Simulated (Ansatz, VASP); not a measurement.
**ScTeI4 in VASP and in Ansatz**

```
Sc Te I
1.0
     4.65406   -4.86016    0.00000
     4.65406    4.86016    0.00000
     0.00000    0.00000    4.64074
Sc Te I
1 1 4
Cartesian
  4.6541 0.0000 2.3204
  0.0000 0.0000 0.0000
  4.6541 -1.9091 0.0000
  4.6541 1.9091 0.0000
  1.9443 0.0000 2.3204
  7.3638 0.0000 2.3204
```

Change from the starting cell: species swapped into the LiMnF4 type (Cmmm, No. 65).

Alike in both runs: task single point; functional PBE; k mesh 4 × 4 × 4; occupations gaussian, width 0.1 eV; no spin polarisation.

```csv
,VASP,Ansatz
version,VASP 6.6.1,Ansatz 0.2.0
potentials or method,"VASP PAW PBE potentials, release 64 (Sc_sv, Te, I), cutoff 520 eV","scalar-relativistic, plane waves, PAW"
valence electrons in the cell,45,95
```

```csv
,VASP,Ansatz,Ansatz less VASP
gap on the k mesh at the Fermi level (eV),none,none,-
pressure (GPa),6.3,6.3,-0.01
"traceless stress, the component that is largest in VASP (GPa)",1.10,1.06,-0.032
rms of the force components (eV/Å),0.385,0.393,+0.0077
```

Atom by atom the forces differ by 0.008 eV/Å (rms over components). A gap of «none» marks a metal or a gap that the smearing closes. With one functional, cell and mesh, what is left measures potentials, basis and numerics. VASP's potentials hold 45 valence electrons a cell and Ansatz's 95, so a difference there can come from the potentials and not from the codes.

Spin-orbit coupling is off throughout.
